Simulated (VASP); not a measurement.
A run of VASP 6.6.1 is set up as follows.

Contents of INCAR:

```
ALGO = Normal
EDIFF = 1E-6
ENCUT = 520
GGA = PE
ISIF = 2
ISMEAR = -1
LASPH = T
LCHARG = F
LREAL = F
LWAVE = F
NBANDS = 13
NELM = 80
PREC = Accurate
SIGMA = 0.06122561905347299
```

Contents of KPOINTS:

```
k-points
0
Gamma
  21 21 21
```

Contents of POSCAR:

```
W
1.0
    2.6419898145      0.0000000000      0.0000000000
    0.0000000000      2.6419898145      0.0000000000
    0.0000000000      0.0000000000      2.6419898145
W
1
Direct
    0.0000000000      0.0000000000      0.0000000000
```

Potentials or basis: VASP PAW PBE potentials, release 64 (W_sv).

Launch:

```sh
$ cat potpaw_PBE.64/W_sv/POTCAR > POTCAR
$ mpirun -np 1 vasp_std > vasp.out
```

**Question.** What does it give for the band gap on the k mesh?

**Answer.** Zero (band 7 reaches 11.13 eV, above the bottom of band 8 at 8.28 eV).

**Question.** Estimate the pressure.

**Answer.** -0.5 GPa.

Caveat: spin-orbit coupling is left out, which moves the levels of the heavy elements.
